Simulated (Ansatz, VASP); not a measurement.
**Two plane-wave programs on Fe**

```xyz
3
Lattice="3.7735 0.0000 0.0000 -1.8867 3.2679 0.0000 0.0000 0.0000 2.3712" Properties=species:S:1:pos:R:3 pbc="T T T"
Fe    0.0000    0.0000    0.0000
Fe    0.0000    2.1786    1.1856
Fe    1.8867    1.0893    1.1856
```

Alike in both runs: functional LDA; k mesh 9 × 9 × 13; occupations fermi-dirac, width 0.1 eV; no spin polarisation.

Ansatz relaxed the structure, and its values are those at the end. VASP's run is a single point on that final structure, the one shown.

```csv
,VASP,Ansatz
version,VASP 6.6.1,Ansatz 0.2.0
potentials or method,"VASP PAW LDA potentials, release 64 (Fe), cutoff 520 eV","plane waves (420 eV) with PAW, scalar-relativistic"
valence electrons in the cell,24,48
```

```csv
,VASP,Ansatz,Ansatz less VASP
pressure (GPa),-0.5,0.0,+0.47
```

Ansatz warns that its potentials were made for another functional, while VASP's fit it. LDA's correlation is that of Perdew and Zunger in VASP and of Perdew and Wang (1992) in Ansatz. VASP's potentials hold 24 valence electrons a cell and Ansatz's 48, so a difference there can come from the potentials and not from the codes.
